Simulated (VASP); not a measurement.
# HgSe (zincblende type): single point with PBE

HgSe (zincblende type):

```
Hg Se
1.0
     0.00000    3.13078    3.13078
     3.13078    0.00000    3.13078
     3.13078    3.13078    0.00000
Hg Se
1 1
Direct
  0.00000 0.00000 0.00000
  0.25000 0.25000 0.25000
```

```json
{
 "Program": "VASP 6.6.1",
 "Task": "single point",
 "Functional": "PBE",
 "Potentials or basis": "VASP PAW PBE potentials, release 64 (Hg, Se)",
 "Cutoff": "500 eV",
 "k mesh": "11 × 11 × 11",
 "Occupations": "fermi-dirac, width 0.03 eV",
 "Spin": "non-collinear spin, zero start, spin-orbit coupling",
 "Starting moments": "[[0.0, 0.0, 0.0], [0.0, 0.0, 0.0]] μB",
 "Dipole correction": "no",
 "Further INCAR settings": "ALGO = Normal; EDIFF = 1e-06; NBANDS = 30"
}
```

```json
{
 "Pressure": "-0.2 GPa",
 "Net moment": "0.00 μB per cell",
 "Valence electrons inside the program's atomic spheres": "Hg 10.45; Se 3.76"
}
```

Moments on the atoms (μB; x, y, z):
```
Hg  0.00 0.00 0.00
Se  0.00 0.00 0.00
```

It took 2.6 min on 1 thread of Intel(R) Xeon(R) Platinum 8559C (Emerald Rapids), with other jobs on the host, peak memory 0.46 GiB.
